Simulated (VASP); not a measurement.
# FePt (P4/mmm) in VASP: electric field gradients with PBE

Aim: the electric field gradients of FePt with PBE.

All numbers are computed with VASP 6.6.1; they aren't measurements. Logs are shortened: lines on timing, memory, paths and dates and some standing lists are left out, and cuts for length are marked.

### Step 1. The cell of the first run

Symmetry: P4/mmm, No. 123, tetragonal system. Conventional cell: a = 2.775 Å, b = 2.775 Å, c = 3.773 Å, α = 90.00°, β = 90.00°, γ = 90.00°. Fe (site symmetry 4/mmm) has 8 Pt at 2.72 Å and 4 Fe at 2.78 Å within 3.6 Å. Within 3.6 Å of Pt (site symmetry 4/mmm) lie 8 Fe at 2.72 Å and 4 Pt at 2.78 Å.

### Step 2. Electric field gradients, PBE, collinear spin, ferromagnetic start (14.53 Å³/atom)

File INCAR:

```
SYSTEM = FePt
PREC = Accurate
ENCUT = 520
EDIFF = 1E-8
ISMEAR = -1
SIGMA = 0.05
LREAL = .FALSE.
LASPH = .TRUE.
NELM = 150
ALGO = Normal
ISIF = 2
LWAVE = .FALSE.
LCHARG = .FALSE.
ISPIN = 2
MAGMOM = 3 0
LORBIT = 11
LMAXMIX = 4
GGA = PE
LEFG = .TRUE.
NBANDS = 20
```

File KPOINTS:

```
regular mesh
0
G
  12 12 9
  0 0 0
```

File POSCAR:

```
FePt
1.0
    2.7750333174      0.0000000000      0.0000000000
    0.0000000000      2.7750333174      0.0000000000
    0.0000000000      0.0000000000      3.7725674430
Fe Pt
1 1
Direct
    0.5000000000      0.5000000000      0.5000000000
    0.0000000000      0.0000000000      0.0000000000
```

Potentials or basis: VASP PAW PBE potentials, release 64 (Fe, Pt).

Started as:

```sh
$ cat potpaw_PBE.64/Fe/POTCAR potpaw_PBE.64/Pt/POTCAR > POTCAR
$ mpirun -np 1 vasp_std > vasp.out
```

OUTCAR:

```text
SYSTEM = FePt
   PREC = Accurate
   ENCUT = 520
   EDIFF = 1E-8
   ISMEAR = -1
   LREAL = .FALSE.
   LASPH = .TRUE.
   NELM = 150
   ISIF = 2
   ISPIN = 2
   LORBIT = 11
   GGA = PE

 ion  position               nearest neighbor table
   1  0.500  0.500  0.500-   2 2.72   2 2.72   2 2.72   2 2.72   2 2.72   2 2.72   2 2.72   2 2.72

   2  0.000  0.000  0.000-   1 2.72   1 2.72   1 2.72   1 2.72   1 2.72   1 2.72   1 2.72   1 2.72

  LATTYP: Found a simple tetragonal cell.
 ALAT       =     2.7750333174
 C/A-ratio  =     1.3594674411

  Lattice vectors:

 A1 = (   2.7750333174,   0.0000000000,   0.0000000000)
 A2 = (   0.0000000000,   2.7750333174,   0.0000000000)
 A3 = (   0.0000000000,   0.0000000000,   3.7725674430)

Analysis of symmetry for initial positions (statically):
=====================================================================
 Subroutine PRICEL returns:
 Original cell was already a primitive cell.

 Routine SETGRP: Setting up the symmetry group for a
 simple tetragonal supercell.

 Subroutine GETGRP returns: Found 16 space group operations
 (whereof 16 operations were pure point group operations)
 out of a pool of 16 trial point group operations.

The static configuration has the point symmetry D_4h.

Analysis of symmetry for dynamics (positions and initial velocities):
=====================================================================
 Subroutine PRICEL returns:
 Original cell was already a primitive cell.

 Routine SETGRP: Setting up the symmetry group for a
 simple tetragonal supercell.

 Subroutine GETGRP returns: Found 16 space group operations
 (whereof 16 operations were pure point group operations)
 out of a pool of 16 trial point group operations.

The dynamic configuration has the point symmetry D_4h.

Analysis of structural, dynamic, and magnetic symmetry:
=====================================================================
 Subroutine PRICEL returns:
 Original cell was already a primitive cell.

 Routine SETGRP: Setting up the symmetry group for a
 simple tetragonal supercell.

 Subroutine GETGRP returns: Found 16 space group operations
 (whereof 16 operations were pure point group operations)
 out of a pool of 16 trial point group operations.

The overall configuration has the point symmetry D_4h.

 Subroutine INISYM returns: Found 16 space group operations
 (whereof 16 operations are pure point group operations),
 and found     1 'primitive' translations

----------------------------------------------------------------------------------------

                                     Primitive cell

  volume of cell :      29.0518

  direct lattice vectors                    reciprocal lattice vectors
     2.775033317  0.000000000  0.000000000     0.360356034  0.000000000  0.000000000
     0.000000000  2.775033317  0.000000000     0.000000000  0.360356034  0.000000000
     0.000000000  0.000000000  3.772567443     0.000000000  0.000000000  0.265071471

  length of vectors
     2.775033317  2.775033317  3.772567443     0.360356034  0.360356034  0.265071471

  position of ions in fractional coordinates (direct lattice)
     0.500000000  0.500000000  0.500000000
     0.000000000  0.000000000  0.000000000

  ion indices of the primitive-cell ions
   primitive index   ion index
                 1           1
                 2           2

----------------------------------------------------------------------------------------

 KPOINTS: regular mesh

Automatic generation of k-mesh.
 Grid dimensions read from file:
 generate k-points for:   12   12    9

 Generating k-lattice:

  Cartesian coordinates                     Fractional coordinates (reciprocal lattice)
[... 59 lines left out ...]
   NELM   =    150;   NELMIN=  2; NELMDL= -5     # of ELM steps
   EDIFF  = 0.1E-07   stopping-criterion for ELM
   LREAL  =      F    real-space projection
   EDIFFG = 0.1E-06   stopping-criterion for IOM
   NSW    =      0    number of steps for IOM
   IBRION =     -1    ionic relax: 0-MD 1-quasi-New 2-CG
   NFREE  =      0    steps in history (QN), initial steepest desc. (CG)
   ISIF   =      2    stress and relaxation
   ISYM   =      2    0-nonsym 1-usesym 2-fastsym
   POTIM  = 0.5000    time-step for ionic-motion
   TEBEG  =    0.0;   TEEND  =   0.0 temperature during run
   PSTRESS=    0.0 pullay stress
   NELECT =      18.0000    total number of electrons
   NUPDOWN=      -1.0000    fix difference up-down
   EMIN   =  10.00;   EMAX   =-10.00  energy-range for DOS
   EFERMI =   0.00;   METHOD = LEGACY
   ISMEAR =    -1;   SIGMA  =   0.05  broadening in eV -4-tet -1-fermi 0-gaus
   EFERMI_NEDOS =   21; number of points for ismear=-14 and -15
   IALGO  =     38    algorithm
   IMIX   =      4    mixing-type and parameters
     AMIX     =   0.40;   BMIX     =  1.00
     AMIX_MAG =   1.60;   BMIX_MAG =  1.00
  volume/ion in A,a.u.               =      14.53        98.03
  Fermi-wavevector in a.u.,A,eV,Ry     =   1.395644  2.637384 26.501714  1.947821
  Thomas-Fermi vector in A             =   2.519075
   LORBIT       =     11    0 simple, 1 ext, 2 COOP (PROOUT), +10 PAW based schemes
   GGA     = PE    functional components
   LHFCALC =     F    Hartree Fock is set to
   AEXX    =    0.0000 exact exchange contribution
   IVDW    =     0    specifies the selected vdW correction
   LEPSILON=     F    determine dielectric tensor
   LRPA    =     F    only Hartree local field effects (RPA)
 spin polarized calculation
  energy-cutoff  :      520.00
  volume of cell :       29.05
 maximum number of plane-waves:       804
 NGX is ok and might be reduce to    24
   NGX = 11   NGY = 11   NGZ = 15

 number of electron      17.9999999 magnetization       3.3708375

 Free energy of the ion-electron system (eV)
  ---------------------------------------------------
  ext. energy  EPLUGINS =         0.00000000
  ---------------------------------------------------
  free energy    TOTEN  =       -14.78557936 eV

  energy without entropy =      -14.77284916  energy(sigma->0) =      -14.77921426

 E-fermi :   8.0079     XC(G=0): -12.7629

 val. band max:        8.0028788264   @ k =   0.3333   0.3333   0.2222
 cond. band min:       8.0105582946   @ k =   0.2500   0.1667   0.4444
 fundamental gap:      0.0076794681
 Fermi energy:         8.0079022180

 spin component 1

 k-point     1 :       0.0000    0.0000    0.0000
  band No.  band energies     occupation
      1      -1.1745      1.00000
      2       2.0247      1.00000
      3       2.2290      1.00000
      4       4.6522      1.00000
      5       4.6522      1.00000
      6       5.1278      1.00000
[... 541 lines left out ...]
     19      28.0363      0.00000
     20      28.2223      0.00000

 [... further k-points ...]

 spin component 2

 k-point     1 :       0.0000    0.0000    0.0000
  band No.  band energies     occupation
      1      -1.0404      1.00000
      2       2.6344      1.00000
      3       2.6490      1.00000
      4       5.7873      1.00000
      5       5.7873      1.00000
      6       7.2447      1.00000
[... 541 lines left out ...]
     19      28.3969      0.00000
     20      28.5730      0.00000

 [... further k-points ...]

------------------------ aborting loop because EDIFF is reached ----------------------------------------

  FORCE on cell =-STRESS in cart. coord.  units (eV):
  Direction    XX          YY          ZZ          XY          YZ          ZX
  --------------------------------------------------------------------------------------
  -------------------------------------------------------------------------------------
  Total       -1.3091207     -1.3091207     -1.0631336      0.0000000      0.0000000      0.0000000
  in kB      -72.1966169    -72.1966169    -58.6306931      0.0000000      0.0000000      0.0000000
  external PRESSURE =     -67.6746423 kB  Pullay stress =       0.0000000 kB

 VOLUME and BASIS-vectors are now :
 -----------------------------------------------------------------------------
  energy-cutoff  :      520.00
  volume of cell :       29.05
      direct lattice vectors                 reciprocal lattice vectors
     2.775033317  0.000000000  0.000000000     0.360356034  0.000000000  0.000000000
     0.000000000  2.775033317  0.000000000     0.000000000  0.360356034  0.000000000
     0.000000000  0.000000000  3.772567443     0.000000000  0.000000000  0.265071471

 POSITION                                       TOTAL-FORCE (eV/Angst)
 -----------------------------------------------------------------------------------
      1.38752      1.38752      1.88628         0.000000      0.000000      0.000000
      0.00000      0.00000      0.00000         0.000000      0.000000      0.000000
 -----------------------------------------------------------------------------------
    total drift:                                0.000000      0.000000     -0.000000

  FREE ENERGIE OF THE ION-ELECTRON SYSTEM (eV)
  ---------------------------------------------------
  free  energy   TOTEN  =       -14.7855793584 eV

  energy  without entropy=      -14.7728491638  energy(sigma->0) =      -14.77921426

 Electric field gradients (V/A^2)
---------------------------------------------------------------------
 ion       V_xx      V_yy      V_zz      V_xy      V_xz      V_yz
---------------------------------------------------------------------
   1     -10.047   -10.047    20.094     0.000     0.000    -0.000
   2     -33.324   -33.324    66.648     0.000     0.000     0.000
---------------------------------------------------------------------

 Electric field gradients after diagonalization (V/A^2)
 (convention: |V_zz| > |V_xx| > |V_yy|)
----------------------------------------------------------------------
 ion       V_xx      V_yy      V_zz     asymmetry (V_yy - V_xx)/ V_zz
----------------------------------------------------------------------
   1     -10.047   -10.047    20.094       0.000
   2     -33.324   -33.324    66.648       0.000
----------------------------------------------------------------------

           NMR quadrupolar parameters

 Cq : quadrupolar parameter    Cq=e*Q*V_zz/h
 eta: asymmetry parameters     (V_yy - V_xx)/ V_zz
 Q  : nuclear electric quadrupole moment in mb (millibarn)
----------------------------------------------------------------------
 ion       Cq(MHz)       eta       Q (mb)
----------------------------------------------------------------------
   1       0.049       0.000       1.000
   2       0.161       0.000       1.000
----------------------------------------------------------------------

 total charge

# of ion       s       p       d       tot
------------------------------------------
    1        0.393   0.413   6.079   6.885
    2        0.688   0.604   8.028   9.320
--------------------------------------------------
tot          1.082   1.017  14.107  16.205

 magnetization (x)

# of ion       s       p       d       tot
------------------------------------------
    1        0.007  -0.007   3.014   3.014
    2       -0.026  -0.064   0.432   0.342
--------------------------------------------------
tot         -0.019  -0.071   3.446   3.357
```

It took 2.3 min on 1 thread of Intel Xeon Platinum 8375C at 2.90GHz (Ice Lake), shared host; peak memory 0.25 GiB.

Results:

```
Free energy                                           : -14.7856 eV
Pressure                                              : -6.8 GPa
Net moment                                            : 3.37 μB per cell
Site moments                                          : Fe +3.01; Pt +0.34 μB
Largest electric field gradient by atom               : Fe +20.1; Pt +66.6 V/Å²
Valence electrons inside the program's atomic spheres : Fe 6.88; Pt 9.32
```

Electric field gradients, principal values (V/Å²):
```tsv
atom	least	middle	greatest (by size)
1 Fe	-10.047	-10.047	20.094
2 Pt	-33.324	-33.324	66.648
```

Caveat: the cell stands under tension; without QUAD_EFG the Cq values of the log hold for a quadrupole moment of 1 mb, not for the nuclei; spin-orbit coupling is left out, which moves the levels of the heavy elements.
